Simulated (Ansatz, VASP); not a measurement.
**Fe: VASP beside Ansatz**

```
Fe
1.0
    -1.44300    1.44300    1.44300
     1.44300   -1.44300    1.44300
     1.44300    1.44300   -1.44300
Fe
1
Direct
  0.00000 0.00000 0.00000
```

Alike in both runs: task single point; functional PBE; k mesh 13 × 13 × 13; occupations gaussian, width 0.017 eV; collinear spin.

```csv
,VASP,Ansatz
version,VASP 6.6.1,Ansatz 0.2.0
potentials or method,"VASP PAW PBE potentials, release 64 (Fe)",Ansatz PAW
plane-wave cutoff (eV),520,420
valence electrons in the cell,8,16
```

```csv
,VASP,Ansatz,Ansatz less VASP
gap on the k mesh at the Fermi level (eV),none,none,-
pressure (GPa),-9.2,-9.6,-0.38
net moment per atom (μB),2.28,2.25,-0.031
size of the moment on the site where the two differ most (μB),2.29,2.31,+0.018
```

Site moments also hang on the region over which each program counts them. A gap of «none» marks a metal or a gap that the smearing closes. With one functional, cell and mesh, what is left measures potentials, basis and numerics. VASP's potentials hold 8 valence electrons a cell and Ansatz's 16, so a difference there can come from the potentials and not from the codes.
